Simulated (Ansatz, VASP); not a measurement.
One calculation of TePb, two programs

```xyz
2
Lattice="0.0000 3.2351 3.2351 3.2351 0.0000 3.2351 3.2351 3.2351 0.0000" Properties=species:S:1:pos:R:3 pbc="T T T"
Te    3.2351    3.2351    3.2351
Pb    0.0000    0.0000    0.0000
```

Alike in both runs: task single point; functional r2SCAN; k mesh 8 × 8 × 8; occupations gaussian, width 0.02 eV; no spin polarisation.

|  | VASP | Ansatz |
| --- | --- | --- |
| version | VASP 6.6.1 | Ansatz 0.2.0 |
| potentials or method | VASP PAW PBE potentials, release 64 (Te, Pb_d), cutoff 550 eV | scalar-relativistic, plane waves, PAW |
| valence electrons in the cell | 20 | 30 |

|  | VASP | Ansatz | Ansatz less VASP |
| --- | --- | --- | --- |
| gap on the k mesh at the Fermi level (eV) | 1.03 | 1.03 | -0.004 |
| least direct gap on the mesh (eV) | 1.03 | 1.03 | -0.004 |
| pressure (GPa) | 1.3 | 1.3 | 0.00 |

VASP's potentials were made for PBE, not for r2SCAN. The functional is the same, so the differences come from potentials, cutoffs and numerics. VASP's potentials hold 20 valence electrons a cell and Ansatz's 30, so a difference there can come from the potentials and not from the codes.

Neither program's run includes spin-orbit coupling.
